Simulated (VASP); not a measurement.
Write the native input for VASP 6.6.1 that does the following.

```yaml
Task: single point
Functional: PBE
Potentials_or_basis: VASP PAW PBE potentials, release 64 (Zn, O, H)
Cutoff: 520 eV
k_mesh: 5 × 6 × 1
Occupations: fermi-dirac, width 0.05 eV
Spin: no spin polarisation
Dipole_correction: yes
Further_INCAR_settings: ALGO = Normal; EDIFF = 1e-06; NBANDS = 89; NELMDL = -8
```

The structure of Zn12H2O lies in POSCAR:

```
Zn12H2O
1.0
    5.3295961064      0.0000000000      0.0000000000
    0.0000000000      4.9467000000      0.0000000000
    0.0000000000      0.0000000000     23.9910265569
Zn O H
12 1 2
Direct
    0.5000000000      0.7500000000      0.3334580111
    0.0000000000      0.7500000000      0.3334580111
    0.7500000000      0.2500000000      0.3655225389
    0.2500000000      0.2500000000      0.3655225389
    0.7500000000      0.7500000000      0.4296515943
    0.2500000000      0.7500000000      0.4296515943
    0.0000000000      0.2500000000      0.4617161221
    0.5000000000      0.2500000000      0.4617161221
    0.0000000000      0.7500000000      0.5258451776
    0.5000000000      0.7500000000      0.5258451776
    0.2500000000      0.2500000000      0.5579097053
    0.7500000000      0.2500000000      0.5579097053
    0.7500000000      0.9166666667      0.6212667274
    0.7961619231      1.0669498859      0.6465345082
    0.7038380769      0.7663834474      0.6465345082
```

The input as run:

INCAR

```
ALGO     = Normal         # electronic algorithm
DIPOL    = 0.5 0.5 0.484
EDIFF    = 1E-6           # SCF threshold, eV
ENCUT    = 520            # plane-wave cutoff, eV
GGA      = PE             # functional
GGA_COMPAT= False        
IDIPOL   = 3            
ISIF     = 2              # what is computed and relaxed
ISMEAR   = -1             # smearing method
LASPH    = True           # aspherical terms in the spheres
LCHARG   = False          # write CHGCAR
LDIPOL   = True         
LREAL    = False          # projectors in reciprocal space
LWAVE    = False          # write WAVECAR
NBANDS   = 89             # bands
NELM     = 120            # most SCF steps
NELMDL   = -8           
PREC     = Accurate       # precision mode
SIGMA    = 0.05           # smearing width, eV
```

KPOINTS

```
k-points
0
Gamma
  5 6 1
```

Potentials or basis: VASP PAW PBE potentials, release 64 (Zn, O, H).

Run with:

```bash
$ cat potpaw_PBE.64/Zn/POTCAR potpaw_PBE.64/O/POTCAR potpaw_PBE.64/H/POTCAR > POTCAR
$ mpirun -np 1 vasp_std > vasp.out
```

Results of the run:

```json
{
  "Largest force": "1.838 eV/Å",
  "Band gap on the k mesh": "zero (bands 76 and 77 overlap by 1.08 eV)"
}
```

Wall time 26 min on 1 thread of Intel(R) Xeon(R) 6975P-C (Granite Rapids) (shared host), peak memory 1 GiB.
